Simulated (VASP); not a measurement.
# HgC2S2N2 (C2/m) in VASP: single point with r2SCAN

Aim: the single point of HgC2S2N2 with r2SCAN.

All numbers are computed with VASP 6.6.1; they aren't measurements. Logs are shortened: lines on timing, memory, paths and dates and some standing lists are left out, and cuts for length are marked.

### Step 1. The cell of the first run

It takes space group C2/m (No. 12, monoclinic). The conventional cell has a = 10.843 Å, b = 4.052 Å, c = 6.569 Å, α = 90.00°, β = 95.77°, γ = 90.00°. Hg (site symmetry 2/m) has 2 S at 2.42 Å and 4 N at 2.75 Å and 2 C at 3.10 Å within 3.2 Å. Within 1.7 Å of C (site symmetry m) lie 1 N at 1.17 Å and 1 S at 1.65 Å. Within 2.2 Å of S (site symmetry m) lie 1 C at 1.65 Å. N (site symmetry m) has 1 C at 1.17 Å within 1.6 Å.

### Step 2. Single point, r2SCAN

POSCAR

```
HgC2S2N2
1.0
    5.4211813071     -2.0260615703     -0.0292906388
    5.4211813071      2.0260615703     -0.0292906388
   -0.6247373710      0.0000000000      6.5388061205
Hg C S N
1 2 2 2
Direct
    0.0000000000      0.0000000000      0.0000000000
    0.2673034824      0.2673034824      0.2168100839
    0.7326965176      0.7326965176      0.7831899161
    0.1340549145      0.1340549145      0.3182203612
    0.8659450855      0.8659450855      0.6817796388
    0.3635768755      0.3635768755      0.1509370157
    0.6364231245      0.6364231245      0.8490629843
```

INCAR.step1

```
  PREC = Accurate
  ENCUT = 520
  ISMEAR = 0
  SIGMA = 0.1
  LREAL = False
  LASPH = True
  NELM = 100
  NBANDS = 30
  GGA = PE
  ALGO = Normal
  EDIFF = 1E-4
  LWAVE = True
  LCHARG = False
```

INCAR.step2

```
  PREC = Accurate
  ENCUT = 520
  EDIFF = 1E-6
  ISMEAR = 0
  SIGMA = 0.1
  LREAL = False
  LASPH = True
  NELM = 100
  ALGO = Normal
  ISIF = 2
  LWAVE = False
  LCHARG = False
  METAGGA = R2SCAN
  LMIXTAU = True
  NBANDS = 30
  ISTART = 1
```

KPOINTS

```
regular mesh
0
Gamma
  4 4 4
```

Potentials or basis: VASP PAW PBE potentials, release 64 (Hg, C, S, N).

On the command line:

```bash
cat potpaw_PBE.64/Hg/POTCAR potpaw_PBE.64/C/POTCAR potpaw_PBE.64/S/POTCAR potpaw_PBE.64/N/POTCAR > POTCAR
cp INCAR.step1 INCAR
mpirun -np 1 vasp_std > vasp.out
cp INCAR.step2 INCAR
mpirun -np 1 vasp_std > vasp.out
```

OUTCAR:

```text
PREC = Accurate
   ENCUT = 520
   EDIFF = 1E-6
   ISMEAR = 0
   LREAL = False
   LASPH = True
   NELM = 100
   ISIF = 2
   METAGGA = R2SCAN
   ISTART = 1

 ion  position               nearest neighbor table
   1  0.000  0.000  0.000-   4 2.42   5 2.42   7 2.75   7 2.75   6 2.75   6 2.75
   2  0.267  0.267  0.217-   6 1.17   4 1.65
   3  0.733  0.733  0.783-   7 1.17   5 1.65
   4  0.134  0.134  0.318-   2 1.65   1 2.42
   5  0.866  0.866  0.682-   3 1.65   1 2.42
   6  0.364  0.364  0.151-   2 1.17   1 2.75   1 2.75
   7  0.636  0.636  0.849-   3 1.17   1 2.75   1 2.75

  LATTYP: Found a base centered monoclinic cell.
 ALAT       =    10.8425208703
 B/A-ratio  =     0.3737251871
 C/A-ratio  =     0.6058169545
 COS(beta)  =    -0.1004869550

  Lattice vectors:

 A1 = (   5.4211813071,  -2.0260615703,  -0.0292906388)
 A2 = (   5.4211813071,   2.0260615703,  -0.0292906388)
 A3 = (  -0.6247373710,   0.0000000000,   6.5388061205)

Analysis of symmetry for initial positions (statically):
=====================================================================
 Subroutine PRICEL returns:
 Original cell was already a primitive cell.

 Routine SETGRP: Setting up the symmetry group for a
 base centered monoclinic supercell.

 Subroutine GETGRP returns: Found  4 space group operations
 (whereof  4 operations were pure point group operations)
 out of a pool of  4 trial point group operations.

The static configuration has the point symmetry C_2h.

Analysis of symmetry for dynamics (positions and initial velocities):
=====================================================================
 Subroutine PRICEL returns:
 Original cell was already a primitive cell.

 Routine SETGRP: Setting up the symmetry group for a
 base centered monoclinic supercell.

 Subroutine GETGRP returns: Found  4 space group operations
 (whereof  4 operations were pure point group operations)
 out of a pool of  4 trial point group operations.

The dynamic configuration has the point symmetry C_2h.

 Subroutine INISYM returns: Found  4 space group operations
 (whereof  4 operations are pure point group operations),
 and found     1 'primitive' translations

----------------------------------------------------------------------------------------

                                     Primitive cell

  volume of cell :     143.5657

  direct lattice vectors                    reciprocal lattice vectors
     5.421181307 -2.026061570 -0.029290639     0.092278456 -0.246784208  0.008816564
     5.421181307  2.026061570 -0.029290639     0.092278456  0.246784208  0.008816564
    -0.624737371  0.000000000  6.538806121     0.000826724  0.000000000  0.153012105

  length of vectors
     5.787485654  5.787485654  6.568582972     0.263619974  0.263619974  0.153014338

  position of ions in fractional coordinates (direct lattice)
     0.000000000  0.000000000  0.000000000
     0.267303482  0.267303482  0.216810084
     0.732696518  0.732696518  0.783189916
     0.134054914  0.134054914  0.318220361
     0.865945086  0.865945086  0.681779639
     0.363576876  0.363576876  0.150937016
     0.636423124  0.636423124  0.849062984

  ion indices of the primitive-cell ions
   primitive index   ion index
                 1           1
                 2           2
                 3           3
                 4           4
                 5           5
                 6           6
                 7           7

----------------------------------------------------------------------------------------

 KPOINTS: regular mesh

Automatic generation of k-mesh.
 Grid dimensions read from file:
 generate k-points for:    4    4    4

 Generating k-lattice:

  Cartesian coordinates                     Fractional coordinates (reciprocal lattice)
     0.023069614 -0.061696052  0.002204141     0.250000000  0.000000000 -0.000000000
     0.023069614  0.061696052  0.002204141     0.000000000  0.250000000 -0.000000000
     0.000206681  0.000000000  0.038253026    -0.000000000 -0.000000000  0.250000000

  Length of vectors
     0.065904993  0.065904993  0.038253584

  Shift w.r.t. Gamma in fractional coordinates (k-lattice)
     0.000000000  0.000000000  0.000000000

 Subroutine IBZKPT returns following result:
 ===========================================

 Found     24 irreducible k-points:

 Following reciprocal coordinates:
            Coordinates               Weight
  0.000000  0.000000  0.000000      1.000000
  0.250000  0.000000  0.000000      4.000000
  0.500000  0.000000  0.000000      2.000000
  0.250000  0.250000  0.000000      2.000000
  0.500000  0.250000  0.000000      4.000000
 -0.250000  0.250000  0.000000      2.000000
[... 16 lines left out ...]
 -0.250000  0.250000  0.500000      2.000000
  0.500000  0.500000  0.500000      1.000000
   k-points           NKPTS =     24   k-points in BZ     NKDIM =     24   number of bands    NBANDS=     30
   number of dos      NEDOS =    301   number of ions     NIONS =      7
   total plane-waves  NPLWV = 115200
   dimension x,y,z NGX =    48 NGY =   48 NGZ =   50
   dimension x,y,z NGXF=    96 NGYF=   96 NGZF=  100
   ions per type =               1   2   2   2
   NGX,Y,Z   is equivalent  to a cutoff of  13.79, 13.79, 12.65 a.u.
   NGXF,Y,Z  is equivalent  to a cutoff of  27.58, 27.58, 25.31 a.u.
 SYSTEM =  unknown system
   PREC   = accura    normal or accurate (medium, high low for compatibility)
   ISTART =      1    job   : 0-new  1-cont  2-samecut
   ICHARG =      0    charge: 1-file 2-atom 10-const
   ISPIN  =      1    spin polarized calculation?
   LNONCOLLINEAR =      F non collinear calculations
   LSORBIT =      F    spin-orbit coupling
   LASPH  =      T    aspherical Exc in radial PAW
   ENCUT  =  520.0 eV  38.22 Ry    6.18 a.u.  10.76 10.76 12.21*2*pi/ulx,y,z
   NELM   =    100;   NELMIN=  2; NELMDL=  0     # of ELM steps
   EDIFF  = 0.1E-05   stopping-criterion for ELM
   LREAL  =      F    real-space projection
   EDIFFG = 0.1E-04   stopping-criterion for IOM
   NSW    =      0    number of steps for IOM
   IBRION =     -1    ionic relax: 0-MD 1-quasi-New 2-CG
   NFREE  =      0    steps in history (QN), initial steepest desc. (CG)
   ISIF   =      2    stress and relaxation
   ISYM   =      2    0-nonsym 1-usesym 2-fastsym
   POTIM  = 0.5000    time-step for ionic-motion
   TEBEG  =    0.0;   TEEND  =   0.0 temperature during run
   PSTRESS=    0.0 pullay stress
   NELECT =      42.0000    total number of electrons
   NUPDOWN=      -1.0000    fix difference up-down
   EMIN   =  10.00;   EMAX   =-10.00  energy-range for DOS
   EFERMI =   0.00;   METHOD = LEGACY
   ISMEAR =     0;   SIGMA  =   0.10  broadening in eV -4-tet -1-fermi 0-gaus
   EFERMI_NEDOS =   21; number of points for ismear=-14 and -15
   IALGO  =     38    algorithm
   IMIX   =      4    mixing-type and parameters
     AMIX     =   0.40;   BMIX     =  1.00
     AMIX_MAG =   1.60;   BMIX_MAG =  1.00
  volume/ion in A,a.u.               =      20.51       138.40
  Fermi-wavevector in a.u.,A,eV,Ry     =   1.086778  2.053713 16.069668  1.181087
  Thomas-Fermi vector in A             =   2.222923
   LORBIT       =      0    0 simple, 1 ext, 2 COOP (PROOUT), +10 PAW based schemes
   METAGGA = R2SCAN    functional components
   LHFCALC =     F    Hartree Fock is set to
   AEXX    =    0.0000 exact exchange contribution
   IVDW    =     0    specifies the selected vdW correction
   LEPSILON=     F    determine dielectric tensor
   LRPA    =     F    only Hartree local field effects (RPA)
 non-spin polarized calculation
 Gauss-broadening in eV      SIGMA  =   0.10
  energy-cutoff  :      520.00
  volume of cell :      143.57
 maximum number of plane-waves:      3888
 NGX is ok and might be reduce to    48
   NGX = 21   NGY = 21   NGZ = 25

 number of electron      41.9999998 magnetization

 Free energy of the ion-electron system (eV)
  ---------------------------------------------------
  ext. energy  EPLUGINS =         0.00000000
  ---------------------------------------------------
  free energy    TOTEN  =      -101.58900643 eV

  energy without entropy =     -101.58900643  energy(sigma->0) =     -101.58900643

 E-fermi :   0.1239     XC(G=0):  -8.7123

 val. band max:       -0.3020399116   @ k =   0.5000   0.5000   0.0000
 cond. band min:       2.3370325697   @ k =   0.0000   0.0000   0.0000
 fundamental gap:      2.6390724813
 Fermi energy:         0.1239338407

 k-point     1 :       0.0000    0.0000    0.0000
  band No.  band energies     occupation
      1     -18.6921      2.00000
      2     -18.4926      2.00000
      3     -14.8750      2.00000
      4     -14.6433      2.00000
      5      -8.3075      2.00000
      6      -7.0649      2.00000
[... 22 lines left out ...]
     29       7.4133      0.00000
     30       7.6526      0.00000

 k-point     2 :       0.2500    0.0000    0.0000
  band No.  band energies     occupation
      1     -18.6421      2.00000
      2     -18.5048      2.00000
      3     -14.8486      2.00000
      4     -14.6330      2.00000
      5      -8.2397      2.00000
      6      -7.0457      2.00000
[... 22 lines left out ...]
     29       7.9181      0.00000
     30       8.1378      0.00000

 k-point     3 :       0.5000    0.0000    0.0000
  band No.  band energies     occupation
      1     -18.5559      2.00000
      2     -18.5527      2.00000
      3     -14.8224      2.00000
      4     -14.6212      2.00000
      5      -8.2044      2.00000
      6      -6.8198      2.00000
[... 22 lines left out ...]
     29       7.1787      0.00000
     30       8.2392      0.00000

 k-point     4 :       0.2500    0.2500    0.0000
  band No.  band energies     occupation
      1     -18.6759      2.00000
      2     -18.4934      2.00000
      3     -14.8874      2.00000
      4     -14.6909      2.00000
      5      -8.2358      2.00000
      6      -7.1163      2.00000
[... 22 lines left out ...]
     29       6.9829      0.00000
     30       7.7582      0.00000

 k-point     5 :       0.5000    0.2500    0.0000
  band No.  band energies     occupation
      1     -18.6261      2.00000
      2     -18.5051      2.00000
      3     -14.8636      2.00000
      4     -14.6775      2.00000
      5      -8.2113      2.00000
      6      -6.8520      2.00000
[... 22 lines left out ...]
     29       7.1838      0.00000
     30       8.0187      0.00000
[... 526 lines left out ...]
     29       7.1699      0.00000
     30       7.5357      0.00000

 k-point    22 :       0.5000    0.2500    0.5000
  band No.  band energies     occupation
      1     -18.6135      2.00000
      2     -18.5174      2.00000
      3     -14.9048      2.00000
      4     -14.6310      2.00000
      5      -8.1611      2.00000
      6      -7.0821      2.00000
[... 22 lines left out ...]
     29       7.4857      0.00000
     30       8.0976      0.00000

 k-point    23 :      -0.2500    0.2500    0.5000
  band No.  band energies     occupation
      1     -18.5562      2.00000
      2     -18.5520      2.00000
      3     -14.8025      2.00000
      4     -14.6409      2.00000
      5      -8.1431      2.00000
      6      -7.1399      2.00000
[... 22 lines left out ...]
     29       7.5442      0.00000
     30       7.7239      0.00000

 k-point    24 :       0.5000    0.5000    0.5000
  band No.  band energies     occupation
      1     -18.6418      2.00000
      2     -18.5117      2.00000
      3     -14.9894      2.00000
      4     -14.6379      2.00000
      5      -8.1880      2.00000
      6      -7.0040      2.00000
[... 22 lines left out ...]
     29       7.1039      0.00000
     30       7.8146      0.00000

------------------------ aborting loop because EDIFF is reached ----------------------------------------

  FORCE on cell =-STRESS in cart. coord.  units (eV):
  Direction    XX          YY          ZZ          XY          YZ          ZX
  --------------------------------------------------------------------------------------
  -------------------------------------------------------------------------------------
  Total        0.6941173      0.0009324      0.2452933      0.0000000      0.0000000     -0.1352737
  in kB        7.7462710      0.0104052      2.7374450      0.0000000      0.0000000     -1.5096390
  external PRESSURE =       3.4980404 kB  Pullay stress =       0.0000000 kB

 VOLUME and BASIS-vectors are now :
 -----------------------------------------------------------------------------
  energy-cutoff  :      520.00
  volume of cell :      143.57
      direct lattice vectors                 reciprocal lattice vectors
     5.421181307 -2.026061570 -0.029290639     0.092278456 -0.246784208  0.008816564
     5.421181307  2.026061570 -0.029290639     0.092278456  0.246784208  0.008816564
    -0.624737371  0.000000000  6.538806121     0.000826724  0.000000000  0.153012105

 POSITION                                       TOTAL-FORCE (eV/Angst)
 -----------------------------------------------------------------------------------
      0.00000      0.00000      0.00000         0.000000      0.000000     -0.000000
      2.76275      0.00000      1.40202        -0.642876      0.000000      0.265414
      7.45487      0.00000      5.07820         0.642876      0.000000     -0.265414
      1.25467      0.00000      2.07293         0.175269      0.000000     -0.016152
      8.96296      0.00000      4.40730        -0.175269      0.000000      0.016152
      3.84774      0.00000      0.96565         0.488178      0.000000     -0.188958
      6.36989      0.00000      5.51458        -0.488178      0.000000      0.188958
 -----------------------------------------------------------------------------------
    total drift:                               -0.000000     -0.000000      0.000000

  FREE ENERGIE OF THE ION-ELECTRON SYSTEM (eV)
  ---------------------------------------------------
  free  energy   TOTEN  =      -101.5890064298 eV

  energy  without entropy=     -101.5890064298  energy(sigma->0) =     -101.58900643
```

Run time: 11 min. Hardware: 1 thread of Intel Xeon 8259CL, shared host; peak memory 0.44 GiB.

What came out:

| Item | Value |
| --- | --- |
| Free energy | -101.5890 eV |
| Pressure | 0.3 GPa |
| Largest force | 0.696 eV/Å |
| Band gap on the k mesh | 2.64 eV (least direct gap 2.79 eV) |

Forces in eV/Å, atoms in the order of the input:
```
Hg   0.000  0.000  0.000
C   -0.643  0.000  0.265
C    0.643  0.000 -0.265
S    0.175  0.000 -0.016
S   -0.175  0.000  0.016
N    0.488  0.000 -0.189
N   -0.488  0.000  0.189
```

Stress tensor (GPa, compression positive):
```
 0.77  0.00 -0.15
 0.00  0.00  0.00
-0.15  0.00  0.27
```

Caveat: the PAW data sets were made with another functional, which shifts forces and pressure a little; spin-orbit coupling is left out, which moves the levels of the heavy elements.
